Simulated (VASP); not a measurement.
# SnSe (rocksalt type) (Fm-3m) in VASP: notebook, part 2 of 2

VASP 6.6.1.

## (3) Single point, LDA

The input, INCAR:

```
  PREC = Accurate
  ENCUT = 520
  EDIFF = 1E-6
  ISMEAR = -1
  SIGMA = 0.05
  LREAL = False
  LASPH = True
  NELM = 60
  ALGO = Normal
  ISIF = 2
  LWAVE = False
  LCHARG = True
  GGA = CA
  LELF = True
  LVHAR = True
  NBANDS = 17
```

The input, KPOINTS:

```
Automatic mesh
0
Gamma
  14 14 14
```

The input, POSCAR:

```
SnSe
1.0
    0.0000000000      2.9485371505      2.9485371505
    2.9485371505      0.0000000000      2.9485371505
    2.9485371505      2.9485371505      0.0000000000
Sn Se
1 1
Direct
    0.0000000000      0.0000000000      0.0000000000
    0.5000000000      0.5000000000      0.5000000000
```

Potentials or basis: VASP PAW LDA potentials, release 64 (Sn_d, Se).

Started as:

```sh
cat potpaw_LDA.64/Sn_d/POTCAR potpaw_LDA.64/Se/POTCAR > POTCAR
mpirun -np 1 vasp_std > vasp.out
```

OUTCAR:

```text
PREC = Accurate
   ENCUT = 520
   EDIFF = 1E-6
   ISMEAR = -1
   LREAL = False
   LASPH = True
   NELM = 60
   ISIF = 2
   GGA = CA

 ion  position               nearest neighbor table
   1  0.000  0.000  0.000-   2 2.95   2 2.95   2 2.95   2 2.95   2 2.95   2 2.95
   2  0.500  0.500  0.500-   1 2.95   1 2.95   1 2.95   1 2.95   1 2.95   1 2.95

  LATTYP: Found a face centered cubic cell.
 ALAT       =     5.8970743010

  Lattice vectors:

 A1 = (   0.0000000000,   2.9485371505,   2.9485371505)
 A2 = (   2.9485371505,   0.0000000000,   2.9485371505)
 A3 = (   2.9485371505,   2.9485371505,   0.0000000000)

Analysis of symmetry for initial positions (statically):
=====================================================================
 Subroutine PRICEL returns:
 Original cell was already a primitive cell.

 Routine SETGRP: Setting up the symmetry group for a
 face centered cubic supercell.

 Subroutine GETGRP returns: Found 48 space group operations
 (whereof 48 operations were pure point group operations)
 out of a pool of 48 trial point group operations.

The static configuration has the point symmetry O_h .

Analysis of symmetry for dynamics (positions and initial velocities):
=====================================================================
 Subroutine PRICEL returns:
 Original cell was already a primitive cell.

 Routine SETGRP: Setting up the symmetry group for a
 face centered cubic supercell.

 Subroutine GETGRP returns: Found 48 space group operations
 (whereof 48 operations were pure point group operations)
 out of a pool of 48 trial point group operations.

The dynamic configuration has the point symmetry O_h .

 Subroutine INISYM returns: Found 48 space group operations
 (whereof 48 operations are pure point group operations),
 and found     1 'primitive' translations

----------------------------------------------------------------------------------------

                                     Primitive cell

  volume of cell :      51.2684

  direct lattice vectors                    reciprocal lattice vectors
     0.000000000  2.948537150  2.948537150    -0.169575615  0.169575615  0.169575615
     2.948537150  0.000000000  2.948537150     0.169575615 -0.169575615  0.169575615
     2.948537150  2.948537150  0.000000000     0.169575615  0.169575615 -0.169575615

  length of vectors
     4.169861227  4.169861227  4.169861227     0.293713581  0.293713581  0.293713581

  position of ions in fractional coordinates (direct lattice)
     0.000000000  0.000000000  0.000000000
     0.500000000  0.500000000  0.500000000

  ion indices of the primitive-cell ions
   primitive index   ion index
                 1           1
                 2           2

----------------------------------------------------------------------------------------

 KPOINTS: Automatic mesh

Automatic generation of k-mesh.
 Grid dimensions read from file:
 generate k-points for:   14   14   14

 Generating k-lattice:

  Cartesian coordinates                     Fractional coordinates (reciprocal lattice)
    -0.012112544  0.012112544  0.012112544     0.071428571  0.000000000  0.000000000
     0.012112544 -0.012112544  0.012112544     0.000000000  0.071428571  0.000000000
     0.012112544  0.012112544 -0.012112544     0.000000000  0.000000000  0.071428571

  Length of vectors
     0.020979541  0.020979541  0.020979541

  Shift w.r.t. Gamma in fractional coordinates (k-lattice)
     0.000000000  0.000000000  0.000000000

 Subroutine IBZKPT returns following result:
 ===========================================

 Found    104 irreducible k-points:

 Following reciprocal coordinates:
            Coordinates               Weight
  0.000000  0.000000  0.000000      1.000000
  0.071429  0.000000  0.000000      8.000000
  0.142857  0.000000  0.000000      8.000000
  0.214286  0.000000  0.000000      8.000000
  0.285714  0.000000  0.000000      8.000000
  0.357143  0.000000  0.000000      8.000000
[... 16 lines left out ...]
  0.214286  0.142857  0.000000     24.000000
  0.285714  0.142857  0.000000     24.000000
 [... further k-points ...]
   k-points           NKPTS =    104   k-points in BZ     NKDIM =    104   number of bands    NBANDS=     17
   number of dos      NEDOS =    301   number of ions     NIONS =      2
   total plane-waves  NPLWV =  32768
   dimension x,y,z NGX =    32 NGY =   32 NGZ =   32
   dimension x,y,z NGXF=    64 NGYF=   64 NGZF=   64
   ions per type =               1   1
   NGX,Y,Z   is equivalent  to a cutoff of  12.76, 12.76, 12.76 a.u.
   NGXF,Y,Z  is equivalent  to a cutoff of  25.52, 25.52, 25.52 a.u.
 SYSTEM =  unknown system
   PREC   = accura    normal or accurate (medium, high low for compatibility)
   ISTART =      0    job   : 0-new  1-cont  2-samecut
   ICHARG =      2    charge: 1-file 2-atom 10-const
   ISPIN  =      1    spin polarized calculation?
   LNONCOLLINEAR =      F non collinear calculations
   LSORBIT =      F    spin-orbit coupling
   LASPH  =      T    aspherical Exc in radial PAW
   ENCUT  =  520.0 eV  38.22 Ry    6.18 a.u.   7.75  7.75  7.75*2*pi/ulx,y,z
   NELM   =     60;   NELMIN=  2; NELMDL= -5     # of ELM steps
   EDIFF  = 0.1E-05   stopping-criterion for ELM
   LREAL  =      F    real-space projection
   EDIFFG = 0.1E-04   stopping-criterion for IOM
   NSW    =      0    number of steps for IOM
   IBRION =     -1    ionic relax: 0-MD 1-quasi-New 2-CG
   NFREE  =      0    steps in history (QN), initial steepest desc. (CG)
   ISIF   =      2    stress and relaxation
   ISYM   =      2    0-nonsym 1-usesym 2-fastsym
   POTIM  = 0.5000    time-step for ionic-motion
   TEBEG  =    0.0;   TEEND  =   0.0 temperature during run
   PSTRESS=    0.0 pullay stress
   NELECT =      20.0000    total number of electrons
   NUPDOWN=      -1.0000    fix difference up-down
   EMIN   =  10.00;   EMAX   =-10.00  energy-range for DOS
   EFERMI =   0.00;   METHOD = LEGACY
   ISMEAR =    -1;   SIGMA  =   0.05  broadening in eV -4-tet -1-fermi 0-gaus
   EFERMI_NEDOS =   21; number of points for ismear=-14 and -15
   IALGO  =     38    algorithm
   IMIX   =      4    mixing-type and parameters
     AMIX     =   0.40;   BMIX     =  1.00
     AMIX_MAG =   1.60;   BMIX_MAG =  1.00
  volume/ion in A,a.u.               =      25.63       172.99
  Fermi-wavevector in a.u.,A,eV,Ry     =   1.196194  2.260479 19.468300  1.430880
  Thomas-Fermi vector in A             =   2.332140
   LORBIT       =      0    0 simple, 1 ext, 2 COOP (PROOUT), +10 PAW based schemes
   GGA     = CA    functional components
   LHFCALC =     F    Hartree Fock is set to
   AEXX    =    0.0000 exact exchange contribution
   IVDW    =     0    specifies the selected vdW correction
   LEPSILON=     F    determine dielectric tensor
   LRPA    =     F    only Hartree local field effects (RPA)
 non-spin polarized calculation
  energy-cutoff  :      520.00
  volume of cell :       51.27
 maximum number of plane-waves:      1411
   NGX = 15   NGY = 15   NGZ = 15

 number of electron      19.9999999 magnetization

 Free energy of the ion-electron system (eV)
  ---------------------------------------------------
  ext. energy  EPLUGINS =         0.00000000
  ---------------------------------------------------
  free energy    TOTEN  =        -9.49761278 eV

  energy without entropy =       -9.49636670  energy(sigma->0) =       -9.49698974

 E-fermi :   6.2969     XC(G=0): -10.1577

 val. band max:        6.2299596820   @ k =  -0.4286   0.0714   0.0000
 cond. band min:       6.3496714495   @ k =  -0.4286   0.0714   0.0000
 fundamental gap:      0.1197117675
 Fermi energy:         6.2969094310

 k-point     1 :       0.0000    0.0000    0.0000
  band No.  band energies     occupation
      1     -15.3528      2.00000
      2     -15.3528      2.00000
      3     -15.3481      2.00000
      4     -15.3481      2.00000
      5     -15.3481      2.00000
      6      -8.1586      2.00000
[... 9 lines left out ...]
     16      11.9359      0.00000
     17      14.1750      0.00000
[... 441 lines left out ...]
 k-point    24 :       0.2857    0.1429    0.0000
  band No.  band energies     occupation
      1     -15.3640      2.00000
      2     -15.3524      2.00000
      3     -15.3494      2.00000
      4     -15.3393      2.00000
      5     -15.3372      2.00000
      6      -7.6099      2.00000
[... 9 lines left out ...]
     16      14.5535      0.00000
     17      16.4062      0.00000

 [... further k-points ...]

------------------------ aborting loop because EDIFF is reached ----------------------------------------

  FORCE on cell =-STRESS in cart. coord.  units (eV):
  Direction    XX          YY          ZZ          XY          YZ          ZX
  --------------------------------------------------------------------------------------
  -------------------------------------------------------------------------------------
  Total        0.0439938      0.0439938      0.0439938      0.0000000     -0.0000000      0.0000000
  in kB        1.3748417      1.3748417      1.3748417      0.0000000     -0.0000000      0.0000000
  external PRESSURE =       1.3748417 kB  Pullay stress =       0.0000000 kB

 VOLUME and BASIS-vectors are now :
 -----------------------------------------------------------------------------
  energy-cutoff  :      520.00
  volume of cell :       51.27
      direct lattice vectors                 reciprocal lattice vectors
     0.000000000  2.948537150  2.948537150    -0.169575615  0.169575615  0.169575615
     2.948537150  0.000000000  2.948537150     0.169575615 -0.169575615  0.169575615
     2.948537150  2.948537150  0.000000000     0.169575615  0.169575615 -0.169575615

 POSITION                                       TOTAL-FORCE (eV/Angst)
 -----------------------------------------------------------------------------------
      0.00000      0.00000      0.00000         0.000000      0.000000     -0.000000
      2.94854      2.94854      2.94854        -0.000000     -0.000000      0.000000
 -----------------------------------------------------------------------------------
    total drift:                                0.000000     -0.000000     -0.000000

  FREE ENERGIE OF THE ION-ELECTRON SYSTEM (eV)
  ---------------------------------------------------
  free  energy   TOTEN  =        -9.4976127789 eV

  energy  without entropy=       -9.4963667046  energy(sigma->0) =       -9.49698974
```

stdout:

```text
POSCAR found type information on POSCAR SnSe
 POSCAR found :  2 types and       2 ions
 scaLAPACK will be used
 LDA part: xc-table for (Slater(with rela. corr.)+CA(PZ))
 , standard interpolation
 POSCAR, INCAR and KPOINTS ok, starting setup
 FFT: planning ... GRIDC
 FFT: planning ... GRID_SOFT
 FFT: planning ... GRID
 WAVECAR not read
 entering main loop
```

Wall time 22 s (1 thread of Intel Xeon 6975P-C (Granite Rapids), shared host); peak memory 0.21 GiB.

What came out:

```yaml
Free_energy: -9.4976 eV
Pressure: 0.1 GPa
Band_gap_on_the_k_mesh: 0.12 eV, direct
```

Levels at points of the mesh, in eV from the valence-band top:
| k point | band 6 | band 7 | band 8 | band 9 | band 10 | band 11 | band 12 | band 13 | band 14 | band 15 |
| --- | --- | --- | --- | --- | --- | --- | --- | --- | --- | --- |
| (0.00, 0.00, 0.00) | -14.39 | -5.06 | -2.43 | -2.43 | -2.43 | 4.36 | 4.36 | 4.36 | 5.71 | 5.71 |
| (0.50, 0.00, 0.00) | -13.31 | -8.52 | -2.16 | -2.16 | -0.23 | 0.68 | 1.06 | 1.06 | 8.25 | 10.22 |
| (0.50, 0.50, 0.00) | -12.97 | -6.21 | -6.00 | -4.01 | -4.01 | 2.69 | 5.52 | 5.52 | 6.20 | 10.63 |

Caveat: spin-orbit coupling is left out, which moves the levels of the heavy elements.

## (4) Relaxation of cell and atoms, LDA

This run uses another cell than the first one, of 18.51 Å³/atom, 0.722 times its volume.

The input, INCAR:

```
SYSTEM = SnSe
PREC     = Accurate       ! precision mode
ENCUT    = 600            ! plane-wave cutoff, eV
EDIFF    = 1E-6           ! SCF threshold, eV
ISMEAR   = -1             ! smearing method
SIGMA    = 0.05           ! smearing width, eV
LREAL    = .FALSE.        ! projectors in reciprocal space
LASPH    = .TRUE.         ! aspherical terms in the spheres
NELM     = 60             ! most SCF steps
ALGO     = Normal         ! electronic algorithm
ISIF     = 3              ! what is computed and relaxed
LWAVE    = .FALSE.        ! write WAVECAR
LCHARG   = .FALSE.        ! write CHGCAR
IBRION   = 2              ! ionic algorithm
NSW      = 60             ! ionic steps
EDIFFG   = -0.005         ! ionic threshold
```

The input, KPOINTS:

```
Automatic mesh
0
G
  14 14 14
  0 0 0
```

The input, POSCAR:

```
SnSe
1.0
    0.0000000000      2.6454205252      2.6454205252
    2.6454205252      0.0000000000      2.6454205252
    2.6454205252      2.6454205252      0.0000000000
Sn Se
1 1
Direct
    0.0000000000      0.0000000000      0.0000000000
    0.5000000000      0.5000000000      0.5000000000
```

Potentials or basis: VASP PAW LDA potentials, release 64 (Sn_d, Se).

Started as:

```sh
cat potpaw_LDA.64/Sn_d/POTCAR potpaw_LDA.64/Se/POTCAR > POTCAR
mpirun -np 1 vasp_std > vasp.out
```

OUTCAR:

```text
SYSTEM = SnSe
   PREC = Accurate
   ENCUT = 600
   EDIFF = 1E-6
   ISMEAR = -1
   LREAL = .FALSE.
   LASPH = .TRUE.
   NELM = 60
   ISIF = 3
   IBRION = 2
   NSW = 60
   EDIFFG = -0.005

 ion  position               nearest neighbor table
   1  0.000  0.000  0.000-   2 2.65   2 2.65   2 2.65   2 2.65   2 2.65   2 2.65
   2  0.500  0.500  0.500-   1 2.65   1 2.65   1 2.65   1 2.65   1 2.65   1 2.65

  LATTYP: Found a face centered cubic cell.
 ALAT       =     5.2908410504

  Lattice vectors:

 A1 = (   0.0000000000,   2.6454205252,   2.6454205252)
 A2 = (   2.6454205252,   0.0000000000,   2.6454205252)
 A3 = (   2.6454205252,   2.6454205252,   0.0000000000)

Analysis of symmetry for initial positions (statically):
=====================================================================
 Subroutine PRICEL returns:
 Original cell was already a primitive cell.

 Routine SETGRP: Setting up the symmetry group for a
 face centered cubic supercell.

 Subroutine GETGRP returns: Found 48 space group operations
 (whereof 48 operations were pure point group operations)
 out of a pool of 48 trial point group operations.

The static configuration has the point symmetry O_h .

Analysis of symmetry for dynamics (positions and initial velocities):
[... 146 lines left out ...]
 maximum number of plane-waves:      1259
 NGX is ok and might be reduce to    30
   NGX = 15   NGY = 15   NGZ = 15

--------------------------------------- Ionic step        1  -------------------------------------------

 number of electron      20.0000002 magnetization

 Free energy of the ion-electron system (eV)
  ---------------------------------------------------
  ext. energy  EPLUGINS =         0.00000000
  ---------------------------------------------------
  free energy    TOTEN  =        -8.18001204 eV

  energy without entropy =       -8.17728558  energy(sigma->0) =       -8.17864881

 E-fermi :  11.0599     XC(G=0): -11.7088

 val. band max:       11.0365444202   @ k =  -0.4286   0.1429   0.0714
 cond. band min:      11.1015649649   @ k =   0.5000   0.0714   0.0000
 fundamental gap:      0.0650205448
 Fermi energy:        11.0598883818
[... 926 lines left out ...]
  FREE ENERGIE OF THE ION-ELECTRON SYSTEM (eV)
  ---------------------------------------------------
  free  energy   TOTEN  =        -9.4946318237 eV

  energy  without entropy=       -9.4934390006  energy(sigma->0) =       -9.49403541

[... ionic steps 4 to 17 ...]

--------------------------------------- Ionic step       18  -------------------------------------------

 number of electron      20.0000013 magnetization

------------------------ aborting loop because EDIFF is reached ----------------------------------------
[... 67 lines left out ...]
--------------------------------------- Ionic step       20  -------------------------------------------

 number of electron      20.0000013 magnetization

 Free energy of the ion-electron system (eV)
  ---------------------------------------------------
  ext. energy  EPLUGINS =         0.00000000
  ---------------------------------------------------
  free energy    TOTEN  =        -9.49472524 eV

  energy without entropy =       -9.49349359  energy(sigma->0) =       -9.49410941

 E-fermi :   6.2790     XC(G=0): -10.1512

 val. band max:        6.2110711057   @ k =  -0.4286   0.0714   0.0000
 cond. band min:       6.3330192139   @ k =  -0.4286   0.0714   0.0000
 fundamental gap:      0.1219481081
 Fermi energy:         6.2789924867
[... 437 lines left out ...]
  FREE ENERGIE OF THE ION-ELECTRON SYSTEM (eV)
  ---------------------------------------------------
  free  energy   TOTEN  =        -9.4947252385 eV

  energy  without entropy=       -9.4934935887  energy(sigma->0) =       -9.49410941

 reached required accuracy - stopping structural energy minimisation
```

OSZICAR:

```text
N       E                     dE             d eps       ncg     rms          rms(c)
DAV:   1     0.142809419359E+03    0.14281E+03   -0.11205E+04  2966   0.218E+03
DAV:   2     0.386496617685E+01   -0.13894E+03   -0.13609E+03  3080   0.446E+02
DAV:   3    -0.805371868835E+01   -0.11919E+02   -0.11714E+02  3842   0.107E+02
[... 107 lines left out ...]
DAV:   1    -0.949498548171E+01   -0.28697E-03   -0.58142E-03  3602   0.130E+00    0.900E-02
DAV:   2    -0.949477413721E+01    0.21134E-03   -0.37355E-04  3548   0.336E-01    0.379E-02
DAV:   3    -0.949472747472E+01    0.46662E-04   -0.15439E-04  3580   0.203E-01    0.661E-03
DAV:   4    -0.949472542385E+01    0.20509E-05   -0.65934E-06  2924   0.284E-02    0.212E-03
DAV:   5    -0.949472523847E+01    0.18538E-06   -0.30349E-07  1462   0.725E-03
  20 F= -.94947252E+01 E0= -.94941094E+01  d E =-.830365E-04
```

Run time: 11 min. Hardware: 1 thread of Intel Xeon 8259CL, shared host; peak memory 0.21 GiB.

What came out:

| Item | Value |
| --- | --- |
| Free energy | -9.4947 eV |
| Relaxed volume | 25.67 Å³/atom |
| Relaxed cell | a = 4.172 Å, b = 4.172 Å, c = 4.172 Å, α = 60.00°, β = 60.00°, γ = 60.00° |
| Space group after relaxing (to 0.05 Å) | Fm-3m (No. 225) |
| Energy gained by relaxing | 657.4 meV/atom |
| Ionic steps | 20 |
| Pressure after relaxing | 0.0 GPa |
| Band gap on the k mesh | 0.12 eV, direct |

Step by step:
```
step  energy change (eV)  largest force (eV/Å)  pressure (GPa)  volume (Å³)
   1              0.0000                0.0000           39.61        37.03
   2             -0.7436                0.0000           -9.10        67.36
   3             -1.3146                0.0000           -0.18        51.53
   4             -1.3146                0.0000            0.15        51.21
   5             -1.3146                0.0000            0.19        51.21
   6             -1.3146                0.0000            0.20        51.22
   7             -1.3146                0.0000            0.18        51.22
   8             -1.3146                0.0000            0.18        51.22
   9             -1.3146                0.0000            0.18        51.22
  10             -1.3146                0.0000            0.18        51.22
  11             -1.3146                0.0000            0.18        51.22
  12             -1.3146                0.0000            0.18        51.22
  13             -1.3146                0.0000            0.18        51.22
  14             -1.3146                0.0000            0.18        51.22
  15             -1.3146                0.0000            0.19        51.22
  16             -1.3146                0.0000            0.20        51.22
  17             -1.3146                0.0000            0.14        51.23
  18             -1.3147                0.0000            0.14        51.25
  19             -1.3147                0.0000            0.11        51.28
  20             -1.3147                0.0000            0.02        51.34
```

Final structure:
```cif
data_structure
_symmetry_space_group_name_H-M 'P 1'
_symmetry_Int_Tables_number 1
_cell_length_a 4.1718
_cell_length_b 4.1718
_cell_length_c 4.1718
_cell_angle_alpha 60.000
_cell_angle_beta 60.000
_cell_angle_gamma 60.000
_cell_volume 51.34
loop_
_atom_site_label
_atom_site_type_symbol
_atom_site_fract_x
_atom_site_fract_y
_atom_site_fract_z
_atom_site_occupancy
Sn1 Sn 0.00000 0.00000 0.00000 1
Se1 Se 0.50000 0.50000 0.50000 1
```

Caveat: the volume moved by over 15 % at a fixed basis, so the end points are rough; spin-orbit coupling is left out, which moves the levels of the heavy elements.
